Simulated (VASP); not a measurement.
Ge: electric field gradients with PBE

Ge:

```
CELL_PARAMETERS angstrom
3.87766 0.00000 0.00000
-1.93883 3.35815 0.00000
0.00000 0.00000 6.59938
ATOMIC_POSITIONS crystal
Ge 0.66667 0.33333 0.06290
Ge 0.33333 0.66667 0.56290
Ge 0.66667 0.33333 0.43710
Ge 0.33333 0.66667 0.93710
```

This cell differs from its parent crystal: equal xx and yy strain of -3 %.

```yaml
Program: VASP 6.6.1
Task: electric field gradients
Functional: PBE
Potentials_or_basis: VASP PAW PBE potentials, release 64 (Ge_d)
Cutoff: 520 eV
k_mesh: 11 × 11 × 6
Occupations: fermi-dirac, width 0.05 eV
Spin: no spin polarisation
Dipole_correction: no
Further_INCAR_settings: ALGO = Normal; EDIFF = 1e-08; NBANDS = 36
```

```yaml
Pressure: 8.0 GPa
Largest_force: 0.380 eV/Å
Band_gap_on_the_k_mesh: 0.15 eV (least direct gap 0.25 eV)
Largest_electric_field_gradient_by_atom: Ge +29.6 V/Å²
```

Forces on the atoms (eV/Å):
```
Ge   0.000  0.000  0.380
Ge   0.000  0.000  0.380
Ge   0.000  0.000 -0.380
Ge   0.000  0.000 -0.380
```

Stress tensor (GPa, compression positive):
```
10.17  0.00  0.00
 0.00 10.17  0.00
 0.00  0.00  3.79
```

Levels at points of the mesh, in eV from the valence-band top:
| k point | band 26 | band 27 | band 28 | band 29 | band 30 | band 31 |
| --- | --- | --- | --- | --- | --- | --- |
| (0.00, 0.00, 0.00) | -0.36 | 0.00 | 0.00 | 0.25 | 0.26 | 2.31 |
| (0.00, 0.00, 0.50) | -0.94 | -0.94 | -0.94 | 0.99 | 0.99 | 3.38 |

Electric field gradients, principal values (V/Å²):
```
atom    least   middle  greatest (by size)
1 Ge  -14.801  -14.811              29.612
2 Ge  -14.801  -14.811              29.612
3 Ge  -14.801  -14.811              29.612
4 Ge  -14.801  -14.811              29.612
```

It took 2.4 min on 1 thread of Intel(R) Xeon(R) Platinum 8488C (Sapphire Rapids), with other jobs on the host, peak memory 0.27 GiB.

Caveat: the cell differs from its parent crystal (equal xx and yy strain of -3 %); the cell stands under pressure; without QUAD_EFG the Cq values of the log hold for a quadrupole moment of 1 mb, not for the nuclei; an odd mesh through Γ misses points on the zone boundary, where band edges can lie.
